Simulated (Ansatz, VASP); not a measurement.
One calculation of ZrO2, two programs

Contents of INCAR:

```
SYSTEM = ZrO2
ALGO = Normal ; EDIFF = 1E-7
EDIFFG = -0.001 ; ENCUT = 600
GGA = PS ; GGA_COMPAT = .FALSE.
IBRION = 2 ; ISIF = 3
ISMEAR = 0 ; LASPH = .TRUE.
LCHARG = .FALSE. ; LREAL = .FALSE.
LWAVE = .FALSE. ; NELM = 120
NELMIN = 4 ; NSW = 80
PREC = Accurate ; SIGMA = 0.01
```

KPOINTS

```
k-points
0
G
  8 8 8
  0 0 0
```

POSCAR

```
ZrO2
1.0
    0.0000000000      2.5321252723      2.5321252723
    2.5321252723      0.0000000000      2.5321252723
    2.5321252723      2.5321252723      0.0000000000
Zr O
1 2
Direct
    0.0000000000      0.0000000000      0.0000000000
    0.2500000000      0.2500000000      0.2500000000
    0.7500000000      0.7500000000      0.7500000000
```

Input for Ansatz:

```yaml
crystal:
  lattice:
    - [0.0, 2.5321252892, 2.5321252892]
    - [2.5321252892, 0.0, 2.5321252892]
    - [2.5321252892, 2.5321252892, 0.0]
  atoms:
    - { symbol: Zr, position: [0.0, 0.0, 0.0] }
    - { symbol: O, position: [0.25, 0.25, 0.25] }
    - { symbol: O, position: [0.75, 0.75, 0.75] }
basis:
  ecutwfc: 420
kpoints:
  mp_grid: { grid: [8, 8, 8] }
hamiltonian:
  xc: pbesol
scf:
  occupations: { method: fixed }
output:
  forces: true
  stress: true
  eigenvalues: true
relax:
  adjacent_minimum: "off"
  f_tol: 0.001
  max_steps: 60
  cell: { stress_tol: 0.01 }
```

Alike in both runs: task relaxation of cell and atoms; functional PBEsol; k mesh 8 × 8 × 8; no spin polarisation.

|  | VASP | Ansatz |
| --- | --- | --- |
| version | VASP 6.6.1 | Ansatz 0.2.0 |
| potentials or method | VASP PAW PBE potentials, release 64 (Zr_sv, O), cutoff 600 eV | scalar-relativistic, plane waves, PAW |
| occupations | gaussian, width 0.01 eV | fixed |
| valence electrons in the cell | 24 | 24 |

|  | VASP | Ansatz | Ansatz less VASP |
| --- | --- | --- | --- |
| gap on the k mesh at the Fermi level, each at its own relaxed structure (eV) | 3.32 | 3.33 | +0.009 |
| relaxed volume (Å³/atom) | 10.83 | 10.82 | -0.011 |
| relaxed cell length with the largest relative difference (Å) | 3.582 | 3.581 | -0.0012 |

VASP's potentials were made for PBE, not for PBEsol.
